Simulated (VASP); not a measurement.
Wanted: the native input for a VASP 6.6.1 run.

* Task: single point
* Functional: PBEsol
* Potentials or basis: VASP PAW PBE potentials, release 64 (Ti_sv, Co)
* Cutoff: 520 eV
* k mesh: 12 × 12 × 12
* Occupations: gaussian, width 0.1 eV
* Spin: collinear spin, ferromagnetic start
* Starting moments: [0.0, 0.3, 0.3, 0.3] μB
* Dipole correction: no
* Further INCAR settings: ALGO = Fast; EDIFF = 1e-07; NBANDS = 32

The structure of TiCo3 lies in POSCAR:

```
TiCo3
1.0
    3.5975934968      0.0000000000      0.0000000000
    0.0000000000      3.5975934968      0.0000000000
    0.0000000000      0.0000000000      3.5975934968
Ti Co
1 3
Direct
    0.0000000000      0.0000000000      0.0000000000
    0.0000000000      0.5000000000      0.5000000000
    0.5000000000      0.0000000000      0.5000000000
    0.5000000000      0.5000000000      0.0000000000
```

The input as run:

INCAR

```
ALGO = Fast
EDIFF = 1E-7
ENCUT = 520
GGA = PS
ISIF = 2
ISMEAR = 0
ISPIN = 2
LASPH = True
LCHARG = False
LMAXMIX = 4
LORBIT = 11
LREAL = False
LWAVE = False
MAGMOM = 0 0.3 0.3 0.3
NBANDS = 32
NELM = 150
PREC = Accurate
SIGMA = 0.1
```

KPOINTS

```
k-points
0
Gamma
  12 12 12
```

Potentials or basis: VASP PAW PBE potentials, release 64 (Ti_sv, Co).

The run is started by

```sh
$ cat potpaw_PBE.64/Ti_sv/POTCAR potpaw_PBE.64/Co/POTCAR > POTCAR
$ mpirun -np 1 vasp_std > vasp.out
```

It gave:

The pressure is -13.1 GPa, the net moment is 0.00 μB per cell and the valence electrons inside the program's atomic spheres are Ti 10.38; Co 8.32.

Caveat: the cell stands under tension; the PAW data sets were made with another functional, which shifts forces and pressure a little.

Run time: 15 min on 1 thread of Intel(R) Xeon(R) 6975P-C (Granite Rapids), on a shared host, peak memory 0.31 GiB.
